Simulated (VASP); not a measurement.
# Cr (I4/mmm) in VASP: a series of runs

The runs below take Cr through single point, with PBE.

Program: VASP 6.6.1. These are calculated values, not measurements. Logs are shortened: lines on timing, memory, paths and dates and some standing lists are left out, and cuts for length are marked.

## 1. The cell of the first run

Symmetry: I4/mmm, No. 139, tetragonal system. Conventional cell: a = 3.115 Å, b = 3.115 Å, c = 2.999 Å, α = 90.00°, β = 90.00°, γ = 90.00°. Within 3.5 Å of Cr (site symmetry 4/mmm) lie 14 Cr at 2.66 to 3.11 Å.

## 2. Single point, PBE (strain +0.080 along x and y, +0.040 along z)

File INCAR:

```
PREC = Accurate ; ENCUT = 520
EDIFF = 1E-7 ; ISMEAR = 0
SIGMA = 0.15 ; LREAL = F
LASPH = T ; NELM = 60
ALGO = Fast ; ISIF = 2
LWAVE = F ; LCHARG = F
GGA = PE ; NBANDS = 12
```

File KPOINTS:

```
Automatic mesh
0
Gamma
  24 24 24
```

File POSCAR:

```
Cr
1.0
   -1.5573060000      1.5573060000      1.4996280000
    1.5573060000     -1.5573060000      1.4996280000
    1.5573060000      1.5573060000     -1.4996280000
Cr
1
Direct
    0.0000000000      0.0000000000      0.0000000000
```

Potentials or basis: VASP PAW PBE potentials, release 64 (Cr_pv).

Command:

```bash
cat potpaw_PBE.64/Cr_pv/POTCAR > POTCAR
mpirun -np 1 vasp_std > vasp.out
```

OUTCAR:

```text
PREC = Accurate
   ENCUT = 520
   EDIFF = 1E-7
   ISMEAR = 0
   LREAL = F
   LASPH = T
   NELM = 60
   ISIF = 2
   GGA = PE

 ion  position               nearest neighbor table
   1  0.000  0.000  0.000-

  LATTYP: Found a body centered tetragonal cell.
 ALAT       =     3.1146120000
 C/A-ratio  =     0.9629629630

  Lattice vectors:

 A1 = (  -1.5573060000,   1.5573060000,   1.4996280000)
 A2 = (   1.5573060000,  -1.5573060000,   1.4996280000)
 A3 = (   1.5573060000,   1.5573060000,  -1.4996280000)

Analysis of symmetry for initial positions (statically):
=====================================================================
 Subroutine PRICEL returns:
 Original cell was already a primitive cell.

 Routine SETGRP: Setting up the symmetry group for a
 body centered tetragonal supercell.

 Subroutine GETGRP returns: Found 16 space group operations
 (whereof 16 operations were pure point group operations)
 out of a pool of 16 trial point group operations.

The static configuration has the point symmetry D_4h.

Analysis of symmetry for dynamics (positions and initial velocities):
=====================================================================
 Subroutine PRICEL returns:
 Original cell was already a primitive cell.

 Routine SETGRP: Setting up the symmetry group for a
 body centered tetragonal supercell.

 Subroutine GETGRP returns: Found 16 space group operations
 (whereof 16 operations were pure point group operations)
 out of a pool of 16 trial point group operations.

The dynamic configuration has the point symmetry D_4h.

 Subroutine INISYM returns: Found 16 space group operations
 (whereof 16 operations are pure point group operations),
 and found     1 'primitive' translations

----------------------------------------------------------------------------------------

                                     Primitive cell

  volume of cell :      14.5476

  direct lattice vectors                    reciprocal lattice vectors
    -1.557306000  1.557306000  1.499628000     0.000000000  0.321067279  0.333416021
     1.557306000 -1.557306000  1.499628000     0.321067279  0.000000000  0.333416021
     1.557306000  1.557306000 -1.499628000     0.321067279  0.321067279  0.000000000

  length of vectors
     2.664448929  2.664448929  2.664448929     0.462871948  0.462871948  0.454057700

  position of ions in fractional coordinates (direct lattice)
     0.000000000  0.000000000  0.000000000

  ion indices of the primitive-cell ions
   primitive index   ion index
                 1           1

----------------------------------------------------------------------------------------

 KPOINTS: Automatic mesh

Automatic generation of k-mesh.
 Grid dimensions read from file:
 generate k-points for:   24   24   24

 Generating k-lattice:

  Cartesian coordinates                     Fractional coordinates (reciprocal lattice)
     0.000000000  0.013377803  0.013892334     0.041666667  0.000000000  0.000000000
     0.013377803  0.000000000  0.013892334     0.000000000  0.041666667  0.000000000
     0.013377803  0.013377803  0.000000000     0.000000000  0.000000000  0.041666667

  Length of vectors
     0.019286331  0.019286331  0.018919071

  Shift w.r.t. Gamma in fractional coordinates (k-lattice)
     0.000000000  0.000000000  0.000000000

 Subroutine IBZKPT returns following result:
 ===========================================

 Found   1063 irreducible k-points:

 Following reciprocal coordinates:
            Coordinates               Weight
  0.000000  0.000000  0.000000      1.000000
  0.041667  0.000000 -0.000000      8.000000
  0.083333  0.000000 -0.000000      8.000000
  0.125000  0.000000 -0.000000      8.000000
  0.166667  0.000000 -0.000000      8.000000
  0.208333  0.000000  0.000000      8.000000
[... 16 lines left out ...]
  0.416667  0.041667 -0.000000     16.000000
  0.458333  0.041667 -0.000000     16.000000
 [... further k-points ...]
   k-points           NKPTS =   1063   k-points in BZ     NKDIM =   1063   number of bands    NBANDS=     12
   number of dos      NEDOS =    301   number of ions     NIONS =      1
   total plane-waves  NPLWV =   8000
   dimension x,y,z NGX =    20 NGY =   20 NGZ =   20
   dimension x,y,z NGXF=    40 NGYF=   40 NGZF=   40
   ions per type =               1
   NGX,Y,Z   is equivalent  to a cutoff of  12.48, 12.48, 12.48 a.u.
   NGXF,Y,Z  is equivalent  to a cutoff of  24.96, 24.96, 24.96 a.u.
 SYSTEM =  unknown system
   PREC   = accura    normal or accurate (medium, high low for compatibility)
   ISTART =      0    job   : 0-new  1-cont  2-samecut
   ICHARG =      2    charge: 1-file 2-atom 10-const
   ISPIN  =      1    spin polarized calculation?
   LNONCOLLINEAR =      F non collinear calculations
   LSORBIT =      F    spin-orbit coupling
   LASPH  =      T    aspherical Exc in radial PAW
   ENCUT  =  520.0 eV  38.22 Ry    6.18 a.u.   4.95  4.95  4.95*2*pi/ulx,y,z
   NELM   =     60;   NELMIN=  2; NELMDL= -5     # of ELM steps
   EDIFF  = 0.1E-06   stopping-criterion for ELM
   LREAL  =      F    real-space projection
   EDIFFG = 0.1E-05   stopping-criterion for IOM
   NSW    =      0    number of steps for IOM
   IBRION =     -1    ionic relax: 0-MD 1-quasi-New 2-CG
   NFREE  =      0    steps in history (QN), initial steepest desc. (CG)
   ISIF   =      2    stress and relaxation
   ISYM   =      2    0-nonsym 1-usesym 2-fastsym
   POTIM  = 0.5000    time-step for ionic-motion
   TEBEG  =    0.0;   TEEND  =   0.0 temperature during run
   PSTRESS=    0.0 pullay stress
   NELECT =      12.0000    total number of electrons
   NUPDOWN=      -1.0000    fix difference up-down
   EMIN   =  10.00;   EMAX   =-10.00  energy-range for DOS
   EFERMI =   0.00;   METHOD = LEGACY
   ISMEAR =     0;   SIGMA  =   0.15  broadening in eV -4-tet -1-fermi 0-gaus
   EFERMI_NEDOS =   21; number of points for ismear=-14 and -15
   IALGO  =     68    algorithm
   IMIX   =      4    mixing-type and parameters
     AMIX     =   0.40;   BMIX     =  1.00
     AMIX_MAG =   1.60;   BMIX_MAG =  1.00
  volume/ion in A,a.u.               =      14.55        98.17
  Fermi-wavevector in a.u.,A,eV,Ry     =   1.535341  2.901373 32.072620  2.357271
  Thomas-Fermi vector in A             =   2.642143
   LORBIT       =      0    0 simple, 1 ext, 2 COOP (PROOUT), +10 PAW based schemes
   GGA     = PE    functional components
   LHFCALC =     F    Hartree Fock is set to
   AEXX    =    0.0000 exact exchange contribution
   IVDW    =     0    specifies the selected vdW correction
   LEPSILON=     F    determine dielectric tensor
   LRPA    =     F    only Hartree local field effects (RPA)
 non-spin polarized calculation
 RMM-DIIS sequential band-by-band and
 Gauss-broadening in eV      SIGMA  =   0.15
  energy-cutoff  :      520.00
  volume of cell :       14.55
 maximum number of plane-waves:       406
   NGX =  9   NGY =  9   NGZ =  9

 number of electron      12.0000000 magnetization

 Free energy of the ion-electron system (eV)
  ---------------------------------------------------
  ext. energy  EPLUGINS =         0.00000000
  ---------------------------------------------------
  free energy    TOTEN  =        -9.09217017 eV

  energy without entropy =       -9.08228110  energy(sigma->0) =       -9.08722564

 E-fermi :   7.9938     XC(G=0): -12.3874

 val. band max:        7.9908799181   @ k =  -0.2500   0.3333   0.1250
 cond. band min:       7.9947383650   @ k =  -0.2500   0.2917   0.2500
 fundamental gap:      0.0038584469
 Fermi energy:         7.9937652725

 k-point     1 :       0.0000    0.0000    0.0000
  band No.  band energies     occupation
      1     -34.9820      2.00000
      2     -34.9820      2.00000
      3     -34.9635      2.00000
      4       1.0395      2.00000
      5       7.1794      2.00000
      6       7.4166      2.00000
      7       7.4166      2.00000
      8       8.7247      0.00000
      9       8.9583      0.00000
     10      15.0211      0.00000
     11      28.2329      0.00000
     12      28.2329      0.00000

 k-point     2 :       0.0417    0.0000   -0.0000
  band No.  band energies     occupation
      1     -34.9863      2.00000
      2     -34.9845      2.00000
      3     -34.9668      2.00000
      4       1.1031      2.00000
      5       7.1859      2.00000
      6       7.4124      2.00000
      7       7.4261      2.00000
      8       8.7229      0.00000
      9       8.9406      0.00000
     10      15.0211      0.00000
     11      28.0986      0.00000
     12      28.2457      0.00000

 k-point     3 :       0.0833    0.0000   -0.0000
  band No.  band energies     occupation
      1     -35.0046      2.00000
      2     -34.9918      2.00000
      3     -34.9708      2.00000
      4       1.2920      2.00000
      5       7.1692      2.00000
      6       7.3962      2.00000
      7       7.4913      2.00000
      8       8.7148      0.00000
      9       8.8987      0.00000
     10      15.0210      0.00000
     11      27.5765      0.00000
     12      28.2806      0.00000
[... 286 lines left out ...]
 k-point    23 :       0.4167    0.0417   -0.0000
  band No.  band energies     occupation
      1     -35.3835      2.00000
      2     -35.1236      2.00000
      3     -34.9821      2.00000
      4       4.5993      2.00000
      5       6.1798      2.00000
      6       8.2132      0.03856
      7       8.8690      0.00000
      8       9.2157      0.00000
      9      10.0186      0.00000
     10      15.0085      0.00000
     11      16.2847      0.00000
     12      23.2623      0.00000

 k-point    24 :       0.4583    0.0417   -0.0000
  band No.  band energies     occupation
      1     -35.3970      2.00000
      2     -35.1287      2.00000
      3     -34.9821      2.00000
      4       4.6295      2.00000
      5       6.1452      2.00000
      6       8.4928      0.00000
      7       8.8771      0.00000
      8       9.2795      0.00000
      9      10.1726      0.00000
     10      14.9956      0.00000
     11      15.7014      0.00000
     12      23.1037      0.00000

 [... further k-points ...]

------------------------ aborting loop because EDIFF is reached ----------------------------------------

  FORCE on cell =-STRESS in cart. coord.  units (eV):
  Direction    XX          YY          ZZ          XY          YZ          ZX
  --------------------------------------------------------------------------------------
  -------------------------------------------------------------------------------------
  Total       -3.5009742     -3.5009742     -2.8214650      0.0000000     -0.0000000      0.0000000
  in kB     -385.5742665   -385.5742665   -310.7375994      0.0000000     -0.0000000      0.0000000
  external PRESSURE =    -360.6287108 kB  Pullay stress =       0.0000000 kB

 VOLUME and BASIS-vectors are now :
 -----------------------------------------------------------------------------
  energy-cutoff  :      520.00
  volume of cell :       14.55
      direct lattice vectors                 reciprocal lattice vectors
    -1.557306000  1.557306000  1.499628000     0.000000000  0.321067279  0.333416021
     1.557306000 -1.557306000  1.499628000     0.321067279  0.000000000  0.333416021
     1.557306000  1.557306000 -1.499628000     0.321067279  0.321067279  0.000000000

 POSITION                                       TOTAL-FORCE (eV/Angst)
 -----------------------------------------------------------------------------------
      0.00000      0.00000      0.00000         0.000000      0.000000      0.000000
 -----------------------------------------------------------------------------------
    total drift:                                0.000000     -0.000000      0.000000

  FREE ENERGIE OF THE ION-ELECTRON SYSTEM (eV)
  ---------------------------------------------------
  free  energy   TOTEN  =        -9.0921701721 eV

  energy  without entropy=       -9.0822811004  energy(sigma->0) =       -9.08722564
```

It took 80 s on 1 thread of Intel Xeon Platinum 8559C (Emerald Rapids), shared host; peak memory 0.28 GiB.

Results:

```yaml
Free_energy: -9.0922 eV
Pressure: -36.1 GPa
Band_gap_on_the_k_mesh: zero (band 6 reaches 9.73 eV, above the bottom of band 7 at 7.37 eV)
```

Stress tensor (GPa, compression positive):
```
-38.56   0.00   0.00
  0.00 -38.56   0.00
  0.00   0.00 -31.07
```

Levels at points of the mesh, in eV from the Fermi level:
| k point | band 4 | band 5 | band 6 | band 7 | band 8 | band 9 |
| --- | --- | --- | --- | --- | --- | --- |
| (0.00, 0.00, 0.00) | -6.95 | -0.81 | -0.58 | -0.58 | 0.73 | 0.96 |
| (0.50, 0.00, 0.00) | -3.40 | -1.86 | 0.84 | 0.84 | 1.17 | 2.03 |
| (0.50, 0.50, 0.00) | -3.40 | -1.58 | 0.56 | 0.66 | 1.00 | 2.01 |
| (0.50, 0.50, 0.50) | -3.12 | -3.04 | 1.74 | 1.74 | 1.79 | 7.02 |

Caveat: the cell differs from its parent crystal (strain +0.080 along x and y, +0.040 along z); the run has no spin polarisation, though such a crystal can be magnetic.

## 3. Single point, PBE (strain -0.080 along x and y, -0.040 along z)

File INCAR:

```
SYSTEM = Cr
  ALGO = Fast
  EDIFF = 1E-6
  ENCUT = 520
  GGA = PE
  ISIF = 2
  ISMEAR = 0
  LASPH = .TRUE.
  LCHARG = .FALSE.
  LREAL = .FALSE.
  LWAVE = .FALSE.
  NBANDS = 12
  NELM = 60
  PREC = Accurate
  SIGMA = 0.15
```

File KPOINTS:

```
k-points
0
G
  24 24 24
  0 0 0
```

File POSCAR:

```
Cr
1.0
   -1.3265940000      1.3265940000      1.3842720000
    1.3265940000     -1.3265940000      1.3842720000
    1.3265940000      1.3265940000     -1.3842720000
Cr
1
Direct
    0.0000000000      0.0000000000      0.0000000000
```

Potentials or basis: VASP PAW PBE potentials, release 64 (Cr_pv).

Command:

```bash
cat potpaw_PBE.64/Cr_pv/POTCAR > POTCAR
mpirun -np 1 vasp_std > vasp.out
```

It took 50 s on 1 thread of Intel Xeon Platinum 8559C (Emerald Rapids), shared host; peak memory 0.22 GiB.

The run converged. Its results:

```
Free energy            : -9.2013 eV
Pressure               : 62.8 GPa
Band gap on the k mesh : zero (band 6 reaches 16.63 eV, above the bottom of band 7 at 12.67 eV)
```

Stress tensor (GPa, compression positive):
```
69.92  0.00  0.00
 0.00 69.92  0.00
 0.00  0.00 48.59
```

Levels at points of the mesh, in eV from the Fermi level:
```csv
k point,band 3,band 4,band 5,band 6,band 7,band 8,band 9,band 10
"(0.00, 0.00, 0.00)",-42.49,-8.45,-1.33,-1.33,-0.91,1.09,1.56,7.20
"(0.50, 0.00, 0.00)",-42.50,-5.37,-2.99,1.13,1.50,1.85,3.53,7.19
"(0.50, 0.50, 0.00)",-42.55,-5.47,-3.50,1.71,1.96,1.98,3.60,7.19
"(0.50, 0.50, 0.50)",-43.48,-5.62,-5.45,2.99,3.09,3.09,7.20,11.18
```

Caveat: the cell differs from its parent crystal (strain -0.080 along x and y, -0.040 along z); the run has no spin polarisation, though such a crystal can be magnetic.
